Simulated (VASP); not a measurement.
# BiSbS4 (I4_1/a) in VASP: relaxation of cell and atoms with PBE

Aim: the relaxation of cell and atoms of BiSbS4 with PBE.

Everything below comes from runs of VASP 6.6.1. Logs are shortened: lines on timing, memory, paths and dates and some standing lists are left out, and cuts for length are marked.

### Step 1. The cell of the first run

It takes space group I4_1/a (No. 88, tetragonal). Conventional cell: a = 6.460 Å, b = 6.460 Å, c = 14.200 Å, α = 90.00°, β = 90.00°, γ = 90.00°. Within 3.1 Å of Sb (site symmetry -4) lie 4 S at 2.36 Å. Bi (site symmetry -4) has 8 S at 2.86 to 3.06 Å within 3.8 Å. Within 3.1 Å of S (site symmetry 1) lie 1 Sb at 2.36 Å and 2 Bi at 2.86 to 3.06 Å.

### Step 2. Relaxation of cell and atoms, PBE

Contents of INCAR:

```
PREC     = Accurate       # precision mode
ENCUT    = 500            # plane-wave cutoff, eV
EDIFF    = 1E-7           # SCF threshold, eV
ISMEAR   = 0              # smearing method
SIGMA    = 0.15           # smearing width, eV
LREAL    = False          # projectors in reciprocal space
LASPH    = True           # aspherical terms in the spheres
NELM     = 120            # most SCF steps
ALGO     = Normal         # electronic algorithm
ISIF     = 3              # what is computed and relaxed
LWAVE    = False          # write WAVECAR
LCHARG   = False          # write CHGCAR
GGA      = PE             # functional
IBRION   = 2              # ionic algorithm
NSW      = 36             # ionic steps
EDIFFG   = -0.08          # ionic threshold
GGA_COMPAT= False        
NELMIN   = 4
```

Contents of KPOINTS:

```
regular mesh
0
Gamma
  3 3 3
```

Contents of POSCAR:

```
BiSbS4
1.0
   -3.2300000000      3.2300000000      7.1000000000
    3.2300000000     -3.2300000000      7.1000000000
    3.2300000000      3.2300000000     -7.1000000000
Sb Bi S
2 2 8
Direct
    0.0000000000      0.0000000000      0.0000000000
    0.7500000000      0.2500000000      0.5000000000
    0.2500000000      0.7500000000      0.5000000000
    0.5000000000      0.5000000000      0.0000000000
    0.6450000000      0.0550000000      0.8900000000
    0.1650000000      0.7550000000      0.1100000000
    0.9450000000      0.8350000000      0.5900000000
    0.2450000000      0.3550000000      0.4100000000
    0.5850000000      0.4950000000      0.3900000000
    0.8050000000      0.4150000000      0.9100000000
    0.1050000000      0.1950000000      0.6100000000
    0.5050000000      0.8950000000      0.0900000000
```

Potentials or basis: VASP PAW PBE potentials, release 64 (Sb, Bi_d, S).

Command:

```
cat potpaw_PBE.64/Sb/POTCAR potpaw_PBE.64/Bi_d/POTCAR potpaw_PBE.64/S/POTCAR > POTCAR
mpirun -np 1 vasp_std > vasp.out
```

OUTCAR:

```text
PREC = Accurate
   ENCUT = 500
   EDIFF = 1E-7
   ISMEAR = 0
   LREAL = False
   LASPH = True
   NELM = 120
   ISIF = 3
   GGA = PE
   IBRION = 2
   NSW = 36
   EDIFFG = -0.08
   NELMIN = 4

 ion  position               nearest neighbor table
   1  0.000  0.000  0.000-   5 2.36   8 2.36   7 2.36   6 2.36
   2  0.750  0.250  0.500-  11 2.36  12 2.36   9 2.36  10 2.36
   3  0.250  0.750  0.500-   6 2.86   7 2.86   8 2.86   5 2.86  12 3.06   9 3.06  11 3.06  10 3.06

   4  0.500  0.500  0.000-   9 2.86  10 2.86  12 2.86  11 2.86   5 3.06   6 3.06   7 3.06   8 3.06

   5  0.645  0.055  0.890-   1 2.36   3 2.86   4 3.06
   6  0.165  0.755  0.110-   1 2.36   3 2.86   4 3.06
   7  0.945  0.835  0.590-   1 2.36   3 2.86   4 3.06
   8  0.245  0.355  0.410-   1 2.36   3 2.86   4 3.06
   9  0.585  0.495  0.390-   2 2.36   4 2.86   3 3.06
  10  0.805  0.415  0.910-   2 2.36   4 2.86   3 3.06
  11  0.105  0.195  0.610-   2 2.36   4 2.86   3 3.06
  12  0.505  0.895  0.090-   2 2.36   4 2.86   3 3.06

  LATTYP: Found a body centered tetragonal cell.
 ALAT       =     6.4600000000
 C/A-ratio  =     2.1981424149

  Lattice vectors:

 A1 = (  -3.2300000000,   3.2300000000,   7.1000000000)
 A2 = (   3.2300000000,  -3.2300000000,   7.1000000000)
 A3 = (   3.2300000000,   3.2300000000,  -7.1000000000)

Analysis of symmetry for initial positions (statically):
=====================================================================
 Subroutine PRICEL returns:
 Original cell was already a primitive cell.

 Routine SETGRP: Setting up the symmetry group for a
 body centered tetragonal supercell.

 Subroutine GETGRP returns: Found  8 space group operations
 (whereof  4 operations were pure point group operations)
 out of a pool of 16 trial point group operations.

The static configuration has the point symmetry S_4 .
 The point group associated with its full space group is C_4h.

Analysis of symmetry for dynamics (positions and initial velocities):
=====================================================================
 Subroutine PRICEL returns:
 Original cell was already a primitive cell.

 Routine SETGRP: Setting up the symmetry group for a
 body centered tetragonal supercell.

 Subroutine GETGRP returns: Found  8 space group operations
 (whereof  4 operations were pure point group operations)
 out of a pool of 16 trial point group operations.

The dynamic configuration has the point symmetry S_4 .
[... 102 lines left out ...]
   LREAL  =      F    real-space projection
   EDIFFG = -.8E-01   stopping-criterion for IOM
   NSW    =     36    number of steps for IOM
   IBRION =      2    ionic relax: 0-MD 1-quasi-New 2-CG
   NFREE  =      1    steps in history (QN), initial steepest desc. (CG)
   ISIF   =      3    stress and relaxation
   ISYM   =      2    0-nonsym 1-usesym 2-fastsym
   POTIM  = 0.5000    time-step for ionic-motion
   TEBEG  =    0.0;   TEEND  =   0.0 temperature during run
   PSTRESS=    0.0 pullay stress
   NELECT =      88.0000    total number of electrons
   NUPDOWN=      -1.0000    fix difference up-down
   EMIN   =  10.00;   EMAX   =-10.00  energy-range for DOS
   EFERMI =   0.00;   METHOD = LEGACY
   ISMEAR =     0;   SIGMA  =   0.15  broadening in eV -4-tet -1-fermi 0-gaus
   EFERMI_NEDOS =   21; number of points for ismear=-14 and -15
   IALGO  =     38    algorithm
   IMIX   =      4    mixing-type and parameters
     AMIX     =   0.40;   BMIX     =  1.00
     AMIX_MAG =   1.60;   BMIX_MAG =  1.00
  volume/ion in A,a.u.               =      24.69       166.62
  Fermi-wavevector in a.u.,A,eV,Ry     =   1.092265  2.064081 16.232326  1.193042
  Thomas-Fermi vector in A             =   2.228527
   LORBIT       =      0    0 simple, 1 ext, 2 COOP (PROOUT), +10 PAW based schemes
   GGA     = PE    functional components
   LHFCALC =     F    Hartree Fock is set to
   AEXX    =    0.0000 exact exchange contribution
   IVDW    =     0    specifies the selected vdW correction
   LEPSILON=     F    determine dielectric tensor
   LRPA    =     F    only Hartree local field effects (RPA)
 conjugate gradient relaxation of ions
 non-spin polarized calculation
 Gauss-broadening in eV      SIGMA  =   0.15
  energy-cutoff  :      500.00
  volume of cell :      296.29
 maximum number of plane-waves:      7541
 NGX is ok and might be reduce to    64
   NGX = 31   NGY = 31   NGZ = 31

--------------------------------------- Ionic step        1  -------------------------------------------

 number of electron      87.9999996 magnetization

 Free energy of the ion-electron system (eV)
  ---------------------------------------------------
  ext. energy  EPLUGINS =         0.00000000
  ---------------------------------------------------
  free energy    TOTEN  =       -48.78207147 eV

  energy without entropy =      -48.78123428  energy(sigma->0) =      -48.78165287

------------------------ aborting loop because EDIFF is reached ----------------------------------------

  FORCE on cell =-STRESS in cart. coord.  units (eV):
  Direction    XX          YY          ZZ          XY          YZ          ZX
  --------------------------------------------------------------------------------------
  -------------------------------------------------------------------------------------
  Total        2.9943937      2.9943937      4.1185722      0.0000005      0.0000000      0.0000000
  in kB       16.1918358     16.1918358     22.2707005      0.0000029      0.0000000      0.0000000
  external PRESSURE =      18.2181240 kB  Pullay stress =       0.0000000 kB
[... 119 lines left out ...]
  FREE ENERGIE OF THE ION-ELECTRON SYSTEM (eV)
  ---------------------------------------------------
  free  energy   TOTEN  =       -48.9650264590 eV

  energy  without entropy=      -48.9587744648  energy(sigma->0) =      -48.96190046

[... ionic steps 4 to 7 ...]

--------------------------------------- Ionic step        8  -------------------------------------------

 number of electron      87.9999988 magnetization

------------------------ aborting loop because EDIFF is reached ----------------------------------------
[... 87 lines left out ...]
--------------------------------------- Ionic step       10  -------------------------------------------

 number of electron      87.9999989 magnetization

 Free energy of the ion-electron system (eV)
  ---------------------------------------------------
  ext. energy  EPLUGINS =         0.00000000
  ---------------------------------------------------
  free energy    TOTEN  =       -49.45572099 eV

  energy without entropy =      -49.45482419  energy(sigma->0) =      -49.45527259

 E-fermi :   4.8978     XC(G=0):  -9.3412

 val. band max:        4.6126898154   @ k =   0.0000   0.0000   0.0000
 cond. band min:       5.1982270484   @ k =   0.3333   0.3333  -0.0000
 fundamental gap:      0.5855372329
 Fermi energy:         4.8977866103

 k-point     1 :       0.0000    0.0000    0.0000
  band No.  band energies     occupation
      1     -18.4622      2.00000
      2     -18.4622      2.00000
      3     -18.4589      2.00000
      4     -18.4589      2.00000
      5     -18.4554      2.00000
      6     -18.4545      2.00000
[... 358 lines left out ...]
  FREE ENERGIE OF THE ION-ELECTRON SYSTEM (eV)
  ---------------------------------------------------
  free  energy   TOTEN  =       -49.4557209917 eV

  energy  without entropy=      -49.4548241857  energy(sigma->0) =      -49.45527259

 reached required accuracy - stopping structural energy minimisation
```

OSZICAR:

```text
N       E                     dE             d eps       ncg     rms          rms(c)
DAV:   1     0.805305910411E+03    0.80531E+03   -0.38100E+04   624   0.154E+03
DAV:   2     0.531699546949E+02   -0.75214E+03   -0.73439E+03   724   0.368E+02
DAV:   3    -0.467081464094E+02   -0.99878E+02   -0.98159E+02   744   0.150E+02
[... 119 lines left out ...]
DAV:   6    -0.494557253466E+02    0.18249E-04   -0.20285E-05   744   0.210E-02    0.165E-02
DAV:   7    -0.494557199600E+02    0.53866E-05   -0.45349E-06   828   0.104E-02    0.474E-03
DAV:   8    -0.494557207833E+02   -0.82331E-06   -0.76865E-07   724   0.476E-03    0.124E-03
DAV:   9    -0.494557209074E+02   -0.12404E-06   -0.64039E-08   356   0.146E-03    0.396E-04
DAV:  10    -0.494557209917E+02   -0.84355E-07   -0.26850E-08   340   0.101E-03
  10 F= -.49455721E+02 E0= -.49455273E+02  d E =-.471028E-02
```

CONTCAR:

```text
BiSbS4
   1.00000000000000
    -3.1888060585829798    3.1888062112324334    7.3921976269097165
     3.1888060585829798   -3.1888062112324334    7.3921976269097165
     3.1888062112324334    3.1888060585829798   -7.3921976269097165
  Sb              Bi              S
     2     2     8
Direct
     0.0000000000000000    0.0000000000000000    0.0000000000000000
     0.7500000000000000    0.2500000000000000    0.5000000000000000
     0.2500000000000000    0.7500000000000000    0.5000000000000000
     0.5000000000000000    0.5000000000000000    0.0000000000000000
     0.6499648230655247    0.0939231220393177    0.9182235294615764
     0.1756995925777412    0.7317412936039481    0.0817764705384236
     0.9060768779606824    0.8243004074222589    0.5560417010262072
     0.2682587063960518    0.3500351769344753    0.4439582989737930
     0.5743004074222589    0.5182587063960518    0.4182235294615765
     0.8439231220393176    0.4256995925777412    0.9439582989737928
     0.1000351769344753    0.1560768779606824    0.5817764705384236
     0.4817412936039481    0.8999648230655247    0.0560417010262070

  0.00000000E+00  0.00000000E+00  0.00000000E+00
  0.00000000E+00  0.00000000E+00  0.00000000E+00
  0.00000000E+00  0.00000000E+00  0.00000000E+00
  0.00000000E+00  0.00000000E+00  0.00000000E+00
  0.00000000E+00  0.00000000E+00  0.00000000E+00
  0.00000000E+00  0.00000000E+00  0.00000000E+00
  0.00000000E+00  0.00000000E+00  0.00000000E+00
  0.00000000E+00  0.00000000E+00  0.00000000E+00
  0.00000000E+00  0.00000000E+00  0.00000000E+00
  0.00000000E+00  0.00000000E+00  0.00000000E+00
  0.00000000E+00  0.00000000E+00  0.00000000E+00
  0.00000000E+00  0.00000000E+00  0.00000000E+00
```

Wall time 27 min (1 thread of Oxide Virtual Turin-like, shared host); peak memory 0.63 GiB.

Results:

```yaml
Free_energy: -49.4557 eV
Relaxed_volume: 25.06 Å³/atom
Relaxed_cell: a = 8.659 Å, b = 8.659 Å, c = 8.659 Å, α = 136.78°, β = 136.78°, γ = 62.77°
Space_group_after_relaxing_to_0.1_Å: I4_1/a (No. 88)
Energy_gained_by_relaxing: 56.1 meV/atom
Ionic_steps: 10
Pressure_after_relaxing: 0.1 GPa
Largest_force_after_relaxing: 0.061 eV/Å
Band_gap_on_the_k_mesh: 0.59 eV (least direct gap 0.81 eV)
```

Forces on the atoms (eV/Å):
```
Sb   0.000  0.000  0.000
Sb   0.000  0.000  0.000
Bi   0.000  0.000  0.000
Bi   0.000  0.000  0.000
S    0.020  0.025 -0.052
S   -0.020 -0.025 -0.052
S    0.025 -0.020  0.052
S   -0.025  0.020  0.052
S    0.020  0.025  0.052
S   -0.025  0.020 -0.052
S   -0.020 -0.025  0.052
S    0.025 -0.020 -0.052
```

Step by step:
```
step  energy change (eV)  largest force (eV/Å)  pressure (GPa)  volume (Å³)
   1              0.0000                0.7578            1.82       296.29
   2             -0.1826                0.5114           -1.40       308.50
   3             -0.1830                0.5075           -1.52       309.02
   4             -0.3688                0.4219           -1.12       305.16
   5             -0.5979                0.2797            0.81       293.94
   6             -0.6018                0.2580            0.47       295.46
   7             -0.6506                0.1633           -0.01       298.77
   8             -0.6689                0.0776           -0.46       302.64
   9             -0.6647                0.1322            0.79       298.00
  10             -0.6736                0.0612            0.05       300.67
```

Final structure:
```yaml
crystal:
  lattice:
    - [-3.18881, 3.18881, 7.39220]
    - [3.18881, -3.18881, 7.39220]
    - [3.18881, 3.18881, -7.39220]
  atoms:
    - { symbol: Sb, position: [0.00000, 0.00000, 0.00000] }
    - { symbol: Sb, position: [0.75000, 0.25000, 0.50000] }
    - { symbol: Bi, position: [0.25000, 0.75000, 0.50000] }
    - { symbol: Bi, position: [0.50000, 0.50000, 0.00000] }
    - { symbol: S, position: [0.64996, 0.09392, 0.91822] }
    - { symbol: S, position: [0.17570, 0.73174, 0.08178] }
    - { symbol: S, position: [0.90608, 0.82430, 0.55604] }
    - { symbol: S, position: [0.26826, 0.35004, 0.44396] }
    - { symbol: S, position: [0.57430, 0.51826, 0.41822] }
    - { symbol: S, position: [0.84392, 0.42570, 0.94396] }
    - { symbol: S, position: [0.10004, 0.15608, 0.58178] }
    - { symbol: S, position: [0.48174, 0.89996, 0.05604] }
```

Caveat: spin-orbit coupling is left out, which moves the levels of the heavy elements; the relaxation stopped at a loose force limit of 0.08 eV/Å, so its end isn't a converged minimum. A k mesh can miss the band edges.
